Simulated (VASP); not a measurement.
# Zr (P6_3/mmc) in VASP: further runs

The runs below take Zr through single point, relaxation of cell and atoms, with PBE+D3(BJ).

All numbers are computed with VASP 6.6.1; they aren't measurements. Logs are shortened: lines on timing, memory, paths and dates and some standing lists are left out, and cuts for length are marked.

## 1. The cell of the first run

Symmetry: P6_3/mmc, No. 194, hexagonal system. The conventional cell has a = 3.190 Å, b = 3.190 Å, c = 5.110 Å, α = 90.00°, β = 90.00°, γ = 120.00°. Within 4.1 Å of Zr (site symmetry -6m2) lie 12 Zr at 3.15 to 3.19 Å.

## 2. Single point, PBE+D3(BJ)

Contents of INCAR:

```
SYSTEM = Zr
ALGO = Normal ; EDIFF = 1E-6
ENCUT = 500 ; GGA = PE
GGA_COMPAT = .FALSE. ; ISIF = 2
ISMEAR = 0 ; IVDW = 12
LASPH = .TRUE. ; LCHARG = .FALSE.
LREAL = .FALSE. ; LWAVE = .FALSE.
NBANDS = 19 ; NELM = 120
PREC = Accurate ; SIGMA = 0.1
```

Contents of KPOINTS:

```
k-points
0
G
  6 6 4
  0 0 0
```

Contents of POSCAR:

```
Zr
1.0
    3.1900000000      0.0000000000      0.0000000000
   -1.5950000000      2.7626210000      0.0000000000
    0.0000000000      0.0000000000      5.1100000000
Zr
2
Direct
    0.3333333000      0.6666667000      0.2500000000
    0.6666667000      0.3333333000      0.7500000000
```

Potentials or basis: VASP PAW PBE potentials, release 64 (Zr_sv).

Started as:

```bash
$ cat potpaw_PBE.64/Zr_sv/POTCAR > POTCAR
$ mpirun -np 1 vasp_std > vasp.out
```

OUTCAR:

```text
SYSTEM = Zr
   EDIFF = 1E-6
   ENCUT = 500
   GGA = PE
   ISIF = 2
   ISMEAR = 0
   IVDW = 12
   LASPH = .TRUE.
   LREAL = .FALSE.
   NELM = 120
   PREC = Accurate
 IVDW          = 12

 ion  position               nearest neighbor table
   1  0.333  0.667  0.250-   2 3.15   2 3.15   2 3.15   2 3.15   2 3.15   2 3.15
   2  0.667  0.333  0.750-   1 3.15   1 3.15   1 3.15   1 3.15   1 3.15   1 3.15

  LATTYP: Found a hexagonal cell.
 ALAT       =     3.1900000000
 C/A-ratio  =     1.6018808777

  Lattice vectors:

 A1 = (   3.1900000000,   0.0000000000,   0.0000000000)
 A2 = (  -1.5950000000,   2.7626210000,   0.0000000000)
 A3 = (   0.0000000000,   0.0000000000,   5.1100000000)

Analysis of symmetry for initial positions (statically):
=====================================================================
 Subroutine PRICEL returns:
 Original cell was already a primitive cell.

 Routine SETGRP: Setting up the symmetry group for a
 hexagonal supercell.

 Subroutine GETGRP returns: Found 24 space group operations
 (whereof 12 operations were pure point group operations)
 out of a pool of 24 trial point group operations.

The static configuration has the point symmetry D_3d.
 The point group associated with its full space group is D_6h.

Analysis of symmetry for dynamics (positions and initial velocities):
=====================================================================
 Subroutine PRICEL returns:
 Original cell was already a primitive cell.

 Routine SETGRP: Setting up the symmetry group for a
 hexagonal supercell.

 Subroutine GETGRP returns: Found 24 space group operations
 (whereof 12 operations were pure point group operations)
 out of a pool of 24 trial point group operations.

The dynamic configuration has the point symmetry D_3d.
 The point group associated with its full space group is D_6h.

 Subroutine INISYM returns: Found 24 space group operations
 (whereof 12 operations are pure point group operations),
 and found     1 'primitive' translations

----------------------------------------------------------------------------------------

                                     Primitive cell

  volume of cell :      45.0332

  direct lattice vectors                    reciprocal lattice vectors
     3.190000000  0.000000000  0.000000000     0.313479624  0.180987548  0.000000000
    -1.595000000  2.762621000  0.000000000     0.000000000  0.361975095  0.000000000
     0.000000000  0.000000000  5.110000000     0.000000000  0.000000000  0.195694716

  length of vectors
     3.190000000  3.189999967  5.110000000     0.361975092  0.361975095  0.195694716

  position of ions in fractional coordinates (direct lattice)
     0.333333300  0.666666700  0.250000000
     0.666666700  0.333333300  0.750000000

  ion indices of the primitive-cell ions
   primitive index   ion index
                 1           1
                 2           2

----------------------------------------------------------------------------------------

 KPOINTS: k-points

Automatic generation of k-mesh.
 Grid dimensions read from file:
 generate k-points for:    6    6    4

 Generating k-lattice:

  Cartesian coordinates                     Fractional coordinates (reciprocal lattice)
     0.052246604  0.030164591  0.000000000     0.166666667  0.000000000  0.000000000
     0.000000000  0.060329183  0.000000000     0.000000000  0.166666667  0.000000000
     0.000000000  0.000000000  0.048923679     0.000000000  0.000000000  0.250000000

  Length of vectors
     0.060329182  0.060329183  0.048923679

  Shift w.r.t. Gamma in fractional coordinates (k-lattice)
     0.000000000  0.000000000  0.000000000

 Subroutine IBZKPT returns following result:
 ===========================================

 Found     21 irreducible k-points:

 Following reciprocal coordinates:
            Coordinates               Weight
  0.000000  0.000000  0.000000      1.000000
  0.166667  0.000000  0.000000      6.000000
  0.333333  0.000000  0.000000      6.000000
  0.500000  0.000000  0.000000      3.000000
  0.166667  0.166667  0.000000      6.000000
  0.333333  0.166667  0.000000     12.000000
[... 13 lines left out ...]
  0.333333  0.166667  0.500000     12.000000
  0.333333  0.333333  0.500000      2.000000
   k-points           NKPTS =     21   k-points in BZ     NKDIM =     21   number of bands    NBANDS=     19
   number of dos      NEDOS =    301   number of ions     NIONS =      2
   total plane-waves  NPLWV =  23040
   dimension x,y,z NGX =    24 NGY =   24 NGZ =   40
   dimension x,y,z NGXF=    48 NGYF=   48 NGZF=   80
   ions per type =               2
   NGX,Y,Z   is equivalent  to a cutoff of  12.51, 12.51, 13.01 a.u.
   NGXF,Y,Z  is equivalent  to a cutoff of  25.02, 25.02, 26.03 a.u.
 SYSTEM =  Zr
   PREC   = accura    normal or accurate (medium, high low for compatibility)
   ISTART =      0    job   : 0-new  1-cont  2-samecut
   ICHARG =      2    charge: 1-file 2-atom 10-const
   ISPIN  =      1    spin polarized calculation?
   LNONCOLLINEAR =      F non collinear calculations
   LSORBIT =      F    spin-orbit coupling
   LASPH  =      T    aspherical Exc in radial PAW
   ENCUT  =  500.0 eV  36.75 Ry    6.06 a.u.   5.82  5.82  9.32*2*pi/ulx,y,z
   NELM   =    120;   NELMIN=  2; NELMDL= -5     # of ELM steps
   EDIFF  = 0.1E-05   stopping-criterion for ELM
   LREAL  =      F    real-space projection
   EDIFFG = 0.1E-04   stopping-criterion for IOM
   NSW    =      0    number of steps for IOM
   IBRION =     -1    ionic relax: 0-MD 1-quasi-New 2-CG
   NFREE  =      0    steps in history (QN), initial steepest desc. (CG)
   ISIF   =      2    stress and relaxation
   ISYM   =      2    0-nonsym 1-usesym 2-fastsym
   POTIM  = 0.5000    time-step for ionic-motion
   TEBEG  =    0.0;   TEEND  =   0.0 temperature during run
   PSTRESS=    0.0 pullay stress
   NELECT =      24.0000    total number of electrons
   NUPDOWN=      -1.0000    fix difference up-down
   EMIN   =  10.00;   EMAX   =-10.00  energy-range for DOS
   EFERMI =   0.00;   METHOD = LEGACY
   ISMEAR =     0;   SIGMA  =   0.10  broadening in eV -4-tet -1-fermi 0-gaus
   EFERMI_NEDOS =   21; number of points for ismear=-14 and -15
   IALGO  =     38    algorithm
   IMIX   =      4    mixing-type and parameters
     AMIX     =   0.40;   BMIX     =  1.00
     AMIX_MAG =   1.60;   BMIX_MAG =  1.00
  volume/ion in A,a.u.               =      22.52       151.95
  Fermi-wavevector in a.u.,A,eV,Ry     =   1.327295  2.508225 23.969564  1.761713
  Thomas-Fermi vector in A             =   2.456618
   LORBIT       =      0    0 simple, 1 ext, 2 COOP (PROOUT), +10 PAW based schemes
   GGA     = PE    functional components
   LHFCALC =     F    Hartree Fock is set to
   AEXX    =    0.0000 exact exchange contribution
   IVDW    =    12    specifies the selected vdW correction
   LEPSILON=     F    determine dielectric tensor
   LRPA    =     F    only Hartree local field effects (RPA)
 non-spin polarized calculation
 Gauss-broadening in eV      SIGMA  =   0.10
  energy-cutoff  :      500.00
  volume of cell :       45.03
 maximum number of plane-waves:      1170
 NGX is ok and might be reduce to    24
   NGX = 11   NGY = 11   NGZ = 19

 number of electron      24.0000000 magnetization

 Free energy of the ion-electron system (eV)
  ---------------------------------------------------
  ext. energy  EPLUGINS =         0.00000000
  ---------------------------------------------------
  free energy    TOTEN  =       -17.01943021 eV

  energy without entropy =      -17.00620706  energy(sigma->0) =      -17.01281863

 E-fermi :   9.4182     XC(G=0): -11.2340

 val. band max:        9.3821964810   @ k =   0.0000   0.0000   0.5000
 cond. band min:       9.4694770273   @ k =   0.1667   0.1667   0.5000
 fundamental gap:      0.0872805463
 Fermi energy:         9.4181723796

 k-point     1 :       0.0000    0.0000    0.0000
  band No.  band energies     occupation
      1     -39.3968      2.00000
      2     -39.2230      2.00000
      3     -17.9824      2.00000
      4     -17.0076      2.00000
      5     -17.0076      2.00000
      6     -16.8752      2.00000
[... 11 lines left out ...]
     18      11.6119      0.00000
     19      13.9722      0.00000

 k-point     2 :       0.1667    0.0000    0.0000
  band No.  band energies     occupation
      1     -39.3622      2.00000
      2     -39.2087      2.00000
      3     -17.8915      2.00000
      4     -17.2066      2.00000
      5     -17.0704      2.00000
      6     -17.0578      2.00000
[... 11 lines left out ...]
     18      11.6605      0.00000
     19      14.3692      0.00000

 k-point     3 :       0.3333    0.0000    0.0000
  band No.  band energies     occupation
      1     -39.2863      2.00000
      2     -39.1859      2.00000
      3     -17.6691      2.00000
      4     -17.6009      2.00000
      5     -17.4311      2.00000
      6     -17.1863      2.00000
[... 11 lines left out ...]
     18      13.4372      0.00000
     19      14.7642      0.00000

 k-point     4 :       0.5000    0.0000    0.0000
  band No.  band energies     occupation
      1     -39.2396      2.00000
      2     -39.1828      2.00000
      3     -17.7945      2.00000
      4     -17.6059      2.00000
      5     -17.5027      2.00000
      6     -17.2411      2.00000
[... 11 lines left out ...]
     18      14.9137      0.00000
     19      15.7919      0.00000

 k-point     5 :       0.1667    0.1667    0.0000
  band No.  band energies     occupation
      1     -39.3066      2.00000
      2     -39.1904      2.00000
      3     -17.7330      2.00000
      4     -17.4147      2.00000
      5     -17.3998      2.00000
      6     -17.1341      2.00000
[... 11 lines left out ...]
     18      13.2937      0.00000
     19      14.4586      0.00000
[... 268 lines left out ...]
      2     -39.2112      2.00000
      3     -17.8695      2.00000
      4     -17.8695      2.00000
      5     -17.1444      2.00000
      6     -17.1444      2.00000
[... 11 lines left out ...]
     18      14.7533      0.00000
     19      14.7947      0.00000

 k-point    19 :       0.1667    0.1667    0.5000
  band No.  band energies     occupation
      1     -39.2488      2.00000
      2     -39.2488      2.00000
      3     -17.6212      2.00000
      4     -17.6212      2.00000
      5     -17.1665      2.00000
      6     -17.1665      2.00000
[... 11 lines left out ...]
     18      13.5969      0.00000
     19      14.1881      0.00000

 k-point    20 :       0.3333    0.1667    0.5000
  band No.  band energies     occupation
      1     -39.2112      2.00000
      2     -39.2112      2.00000
      3     -17.7844      2.00000
      4     -17.7844      2.00000
      5     -17.2867      2.00000
      6     -17.2867      2.00000
[... 11 lines left out ...]
     18      14.2978      0.00000
     19      15.6953      0.00000

 k-point    21 :       0.3333    0.3333    0.5000
  band No.  band energies     occupation
      1     -39.1986      2.00000
      2     -39.1986      2.00000
      3     -17.7232      2.00000
      4     -17.7232      2.00000
      5     -17.4697      2.00000
      6     -17.4697      2.00000
[... 11 lines left out ...]
     18      13.9434      0.00000
     19      17.7432      0.00000

------------------------ aborting loop because EDIFF is reached ----------------------------------------

 Edisp (eV)   -1.09405

 E8    (eV) :    -0.5619

  FORCE on cell =-STRESS in cart. coord.  units (eV):
  Direction    XX          YY          ZZ          XY          YZ          ZX
  --------------------------------------------------------------------------------------
  -------------------------------------------------------------------------------------
  Total      -0.17156    -0.17156    -0.04500     0.00000    -0.00000    -0.00000
  in kB      -6.10354    -6.10354    -1.60113     0.00000    -0.00000    -0.00000
  external pressure =       -4.60 kB  Pullay stress =        0.00 kB

 VOLUME and BASIS-vectors are now :
 -----------------------------------------------------------------------------
  energy-cutoff  :      500.00
  volume of cell :       45.03
      direct lattice vectors                 reciprocal lattice vectors
     3.190000000  0.000000000  0.000000000     0.313479624  0.180987548  0.000000000
    -1.595000000  2.762621000  0.000000000     0.000000000  0.361975095  0.000000000
     0.000000000  0.000000000  5.110000000     0.000000000  0.000000000  0.195694716

 POSITION                                       TOTAL-FORCE (eV/Angst)
 -----------------------------------------------------------------------------------
     -0.00000      1.84175      1.27750         0.000000     -0.000000      0.000000
      1.59500      0.92087      3.83250        -0.000000      0.000000      0.000000
 -----------------------------------------------------------------------------------
    total drift:                               -0.000097      0.000056     -0.000002

  FREE ENERGIE OF THE ION-ELECTRON SYSTEM (eV)
  ---------------------------------------------------
  free  energy   TOTEN  =       -18.1134819453 eV

  energy  without entropy=      -18.1002587916  energy(sigma->0) =      -18.10687037
```

It took 26 s on 1 thread of AMD EPYC 7R13, shared host; peak memory 0.14 GiB.

What came out:

- Free energy: -18.1135 eV
- Pressure: -0.5 GPa
- Band gap on the k mesh: zero (band 12 reaches 10.25 eV, above the bottom of band 13 at 9.37 eV)
- Dispersion energy per atom: -0.547 eV

Caveat: the k points lie up to 0.38 Å⁻¹ apart; pairwise dispersion overbinds metals, which lowers pressure and volume.

(Continued in part 2 of 2.)
